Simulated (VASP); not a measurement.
# Ga (Fd-3m) in VASP: notebook, part 2 of 2

VASP 6.6.1. Earlier steps stand in the parts before.

## 4. Relaxation of cell and atoms, PBE

INCAR

```
  PREC = Accurate
  ENCUT = 600
  EDIFF = 1E-7
  ISMEAR = -1
  SIGMA = 0.05
  LREAL = False
  LASPH = True
  NELM = 100
  ALGO = Normal
  ISIF = 3
  LWAVE = False
  LCHARG = False
  GGA = PE
  IBRION = 2
  NSW = 45
  EDIFFG = -0.005
```

KPOINTS

```
regular mesh
0
Gamma
  12 12 12
```

POSCAR

```
Ga
1.0
    0.0000000000      2.9392041338      2.9392041338
    2.9392041338      0.0000000000      2.9392041338
    2.9392041338      2.9392041338      0.0000000000
Ga
2
Direct
   -0.1250000000     -0.1250000000     -0.1250000000
    0.1250000000      0.1250000000      0.1250000000
```

Potentials or basis: VASP PAW PBE potentials, release 64 (Ga_d).

Started as:

```bash
> cat potpaw_PBE.64/Ga_d/POTCAR > POTCAR
> mpirun -np 1 vasp_std > vasp.out
```

OUTCAR:

```text
PREC = Accurate
   ENCUT = 600
   EDIFF = 1E-7
   ISMEAR = -1
   LREAL = False
   LASPH = True
   NELM = 100
   ISIF = 3
   GGA = PE
   IBRION = 2
   NSW = 45
   EDIFFG = -0.005

 ion  position               nearest neighbor table
   1  0.875  0.875  0.875-   2 2.55   2 2.55   2 2.55   2 2.55
   2  0.125  0.125  0.125-   1 2.55   1 2.55   1 2.55   1 2.55

  LATTYP: Found a face centered cubic cell.
 ALAT       =     5.8784082676

  Lattice vectors:

 A1 = (   0.0000000000,   2.9392041338,   2.9392041338)
 A2 = (   2.9392041338,   0.0000000000,   2.9392041338)
 A3 = (   2.9392041338,   2.9392041338,   0.0000000000)

Analysis of symmetry for initial positions (statically):
=====================================================================
 Subroutine PRICEL returns:
 Original cell was already a primitive cell.

 Routine SETGRP: Setting up the symmetry group for a
 face centered cubic supercell.

 Subroutine GETGRP returns: Found 48 space group operations
 (whereof 12 operations were pure point group operations)
 out of a pool of 48 trial point group operations.

The static configuration has the point symmetry D_3d.
 The point group associated with its full space group is O_h .

Analysis of symmetry for dynamics (positions and initial velocities):
=====================================================================
 Subroutine PRICEL returns:
 Original cell was already a primitive cell.

 Routine SETGRP: Setting up the symmetry group for a
 face centered cubic supercell.

 Subroutine GETGRP returns: Found 48 space group operations
 (whereof 12 operations were pure point group operations)
 out of a pool of 48 trial point group operations.

The dynamic configuration has the point symmetry D_3d.
 The point group associated with its full space group is O_h .
[... 170 lines left out ...]
 -----------------------------------------------------------------------------------
      5.14361      5.14361      5.14361        -0.000000     -0.000000     -0.000000
      0.73480      0.73480      0.73480         0.000000      0.000000      0.000000
 -----------------------------------------------------------------------------------
    total drift:                                0.000000      0.000000      0.000000

  FREE ENERGIE OF THE ION-ELECTRON SYSTEM (eV)
  ---------------------------------------------------
  free  energy   TOTEN  =        -5.2589671616 eV

  energy  without entropy=       -5.2485440771  energy(sigma->0) =       -5.25375562

--------------------------------------- Ionic step        2  -------------------------------------------

 number of electron      25.9999994 magnetization

 Free energy of the ion-electron system (eV)
  ---------------------------------------------------
  ext. energy  EPLUGINS =         0.00000000
  ---------------------------------------------------
  free energy    TOTEN  =        -5.25898235 eV

  energy without entropy =       -5.24855359  energy(sigma->0) =       -5.25376797

 E-fermi :   2.5570     XC(G=0):  -9.2918

 val. band max:        2.4747055282   @ k =   0.4167   0.1667   0.0833
 cond. band min:       2.5608414078   @ k =  -0.3333   0.3333   0.0833
 fundamental gap:      0.0861358796
 Fermi energy:         2.5569798071

 k-point     1 :       0.0000    0.0000    0.0000
  band No.  band energies     occupation
      1     -12.1981      2.00000
      2     -12.1981      2.00000
      3     -12.1981      2.00000
      4     -12.1578      2.00000
      5     -12.1578      2.00000
      6     -11.8555      2.00000
[... 457 lines left out ...]
      4     -12.0784      2.00000
      5     -12.0643      2.00000
      6     -11.9375      2.00000
[... 9 lines left out ...]
     16       8.4870      0.00000
     17       9.2917      0.00000

 [... further k-points ...]

------------------------ aborting loop because EDIFF is reached ----------------------------------------

  FORCE on cell =-STRESS in cart. coord.  units (eV):
  Direction    XX          YY          ZZ          XY          YZ          ZX
  --------------------------------------------------------------------------------------
  -------------------------------------------------------------------------------------
  Total       -0.0009976     -0.0009976     -0.0009976     -0.0000000      0.0000000      0.0000000
  in kB       -0.0314192     -0.0314192     -0.0314192     -0.0000000      0.0000000      0.0000000
  external PRESSURE =      -0.0314192 kB  Pullay stress =       0.0000000 kB

 VOLUME and BASIS-vectors are now :
 -----------------------------------------------------------------------------
  energy-cutoff  :      600.00
  volume of cell :       50.87
      direct lattice vectors                 reciprocal lattice vectors
     0.000000000  2.940858700  2.940858700    -0.170018369  0.170018369  0.170018369
     2.940858700  0.000000000  2.940858700     0.170018369 -0.170018369  0.170018369
     2.940858700  2.940858700 -0.000000000     0.170018369  0.170018369 -0.170018369

 POSITION                                       TOTAL-FORCE (eV/Angst)
 -----------------------------------------------------------------------------------
      5.14650      5.14650      5.14650         0.000000      0.000000      0.000000
      0.73521      0.73521      0.73521        -0.000000     -0.000000     -0.000000
 -----------------------------------------------------------------------------------
    total drift:                                0.000000      0.000000      0.000000

  FREE ENERGIE OF THE ION-ELECTRON SYSTEM (eV)
  ---------------------------------------------------
  free  energy   TOTEN  =        -5.2589823477 eV

  energy  without entropy=       -5.2485535912  energy(sigma->0) =       -5.25376797

 reached required accuracy - stopping structural energy minimisation
```

OSZICAR:

```text
N       E                     dE             d eps       ncg     rms          rms(c)
DAV:   1     0.120724526992E+03    0.12072E+03   -0.15227E+04  2464   0.283E+03
DAV:   2     0.328374688535E+01   -0.11744E+03   -0.11621E+03  2604   0.385E+02
DAV:   3    -0.513968793276E+01   -0.84234E+01   -0.83932E+01  2761   0.988E+01
DAV:   4    -0.526789644888E+01   -0.12821E+00   -0.12808E+00  3049   0.130E+01
DAV:   5    -0.527021264842E+01   -0.23162E-02   -0.23159E-02  3007   0.163E+00    0.145E+00
DAV:   6    -0.525690182821E+01    0.13311E-01   -0.66174E-02  3246   0.446E+00    0.802E-01
DAV:   7    -0.525871347424E+01   -0.18116E-02   -0.13838E-02  3344   0.187E+00    0.204E-01
DAV:   8    -0.525891410666E+01   -0.20063E-03   -0.30017E-03  3121   0.760E-01    0.276E-02
DAV:   9    -0.525896539434E+01   -0.51288E-04   -0.20782E-04  2735   0.187E-01    0.837E-03
DAV:  10    -0.525896653711E+01   -0.11428E-05   -0.22998E-05  3240   0.652E-02    0.259E-03
DAV:  11    -0.525896709678E+01   -0.55967E-06   -0.24766E-06  3189   0.125E-02    0.550E-04
DAV:  12    -0.525896716158E+01   -0.64807E-07   -0.79815E-08  2082   0.443E-03
   1 F= -.52589672E+01 E0= -.52537556E+01  d E =-.525897E+01
       N       E                     dE             d eps       ncg     rms          rms(c)
DAV:   1    -0.525981997629E+01   -0.85288E-03   -0.11326E-02  2559   0.180E+00    0.168E-01
DAV:   2    -0.525915836329E+01    0.66161E-03   -0.13760E-03  3093   0.634E-01    0.751E-02
DAV:   3    -0.525900293039E+01    0.15543E-03   -0.21665E-04  3147   0.235E-01    0.159E-02
DAV:   4    -0.525898229610E+01    0.20634E-04   -0.27800E-05  2754   0.906E-02    0.106E-03
DAV:   5    -0.525898234774E+01   -0.51635E-07   -0.92437E-07  2649   0.128E-02
   2 F= -.52589823E+01 E0= -.52537680E+01  d E =-.151862E-04
```

Wall time 2.5 min (1 thread of Intel Xeon 8259CL, shared host); peak memory 0.25 GiB.

What came out:

- Free energy: -5.2590 eV
- Relaxed volume: 25.43 Å³/atom
- Relaxed cell: a = 4.159 Å, b = 4.159 Å, c = 4.159 Å, α = 60.00°, β = 60.00°, γ = 60.00°
- Space group after relaxing (to 0.1 Å): Fd-3m (No. 227)
- Energy gained by relaxing: 0.0 meV/atom
- Ionic steps: 2
- Pressure after relaxing: 0.0 GPa
- Band gap on the k mesh: zero (bands 13 and 14 overlap by 4.15 eV)

Final structure:
```cif
data_structure
_symmetry_space_group_name_H-M 'P 1'
_symmetry_Int_Tables_number 1
_cell_length_a 4.1590
_cell_length_b 4.1590
_cell_length_c 4.1590
_cell_angle_alpha 60.000
_cell_angle_beta 60.000
_cell_angle_gamma 60.000
_cell_volume 50.87
loop_
_atom_site_label
_atom_site_type_symbol
_atom_site_fract_x
_atom_site_fract_y
_atom_site_fract_z
_atom_site_occupancy
Ga1 Ga 0.87500 0.87500 0.87500 1
Ga2 Ga 0.12500 0.12500 0.12500 1
```

Levels at points of the mesh, in eV from the Fermi level:
```
           k point  band 10  band 11  band 12  band 13  band 14  band 15  band 16  band 17
(0.00, 0.00, 0.00)   -14.36    -9.29     2.74     2.74     2.74     3.38     4.78     4.78
(0.50, 0.00, 0.00)   -14.34    -7.15    -4.59     1.28     1.28     2.87     5.74     5.74
(0.50, 0.50, 0.00)   -14.32    -5.48    -5.48    -0.47    -0.47     2.79     2.79    11.68
```

The gap in the log of VASP goes by the Fermi energy; the results here count the filled bands.